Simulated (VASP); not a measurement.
Here is a VASP 6.6.1 calculation.

The input POSCAR:

```
NaI
1.0
    0.0000000000      3.2296282834      3.2296282834
    3.2296282834      0.0000000000      3.2296282834
    3.2296282834      3.2296282834      0.0000000000
Na I
1 1
Direct
    0.0000000000      0.0000000000      0.0000000000
    0.5000000000      0.5000000000      0.5000000000
```

File INCAR.step1:

```
SYSTEM = NaI
ALGO = Normal
EDIFF = 1E-4
ENCUT = 520
GGA = PE
ISMEAR = 0
LASPH = .True.
LCHARG = .False.
LREAL = .False.
LWAVE = .True.
NBANDS = 14
NELM = 60
PREC = Accurate
SIGMA = 0.01
```

Contents of INCAR.step2:

```
SYSTEM = NaI
ALGO = Normal
EDIFF = 1E-6
ENCUT = 520
ISIF = 2
ISMEAR = 0
ISTART = 1
IVDW = 12
LASPH = .True.
LCHARG = .False.
LMIXTAU = .True.
LREAL = .False.
LWAVE = .False.
METAGGA = R2SCAN
NBANDS = 14
NELM = 60
PREC = Accurate
SIGMA = 0.01
VDW_A1 = 0.49484001
VDW_A2 = 5.73083694
VDW_S6 = 1.0
VDW_S8 = 0.78981345
```

The input KPOINTS:

```
k-points
0
Gamma
  6 6 6
  0 0 0
```

Potentials or basis: VASP PAW PBE potentials, release 64 (Na_pv, I).

Run with:

```bash
$ cat potpaw_PBE.64/Na_pv/POTCAR potpaw_PBE.64/I/POTCAR > POTCAR
$ cp INCAR.step1 INCAR
$ mpirun -np 1 vasp_std > vasp.out
$ cp INCAR.step2 INCAR
$ mpirun -np 1 vasp_std > vasp.out
```

(1) Predict the pressure.

(2) Predict the dispersion energy per atom.

(3) Predict the band gap on the k mesh.

Results:

(1) -0.7 GPa.

(2) -0.121 eV.

(3) 4.46 eV.

Caveat: the PAW data sets were made with another functional, which shifts forces and pressure a little; spin-orbit coupling is left out, which moves the levels of the heavy elements.
